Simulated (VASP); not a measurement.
Runs of VASP 6.6.1 on Re. The structure is that of space group I4/mmm (No. 139), or close to it. The cells are those of the table. 

```tsv
cell	gap on the mesh (eV)	pressure (GPa)
a = 2.968, b = 2.968, c = 2.559 Å, angles 64.5, 64.5, 51.1°, 1 atom	none	(b)
a = 2.736, b = 2.736, c = 2.949 Å, angles 57.4, 57.4, 65.2°, 1 atom	none	-21.1
a = 2.903, b = 2.903, c = 2.628 Å, angles 63.1, 63.1, 53.8°, 1 atom	none	-17.9
a = 2.759, b = 2.759, c = 2.872 Å, angles 58.6, 58.6, 62.7°, 1 atom	none	-22.4
a = 2.721, b = 2.721, c = 3.034 Å, angles 56.1, 56.1, 67.8°, 1 atom	none	(a)
a = 3.047, b = 3.047, c = 2.488 Å, angles 65.9, 65.9, 48.2°, 1 atom	none	-1.9
```

Alike in all rows: task single point; level LDA; potentials or basis VASP PAW LDA potentials, release 64 (Re); no spin polarisation; k mesh 22 × 22 × 22; cutoff (eV) 520; smearing gaussian 0.15 eV.

**Question.** Fill in the values left out.

**Answer.** (a) -20.5; (b) -11.6.

Caveats: spin-orbit coupling is left out, which moves the levels of the heavy elements.

A k mesh can miss the band edges, and the runs leave out spin-orbit coupling on Re.

A gap of «none» marks levels without a gap at the run's occupations.
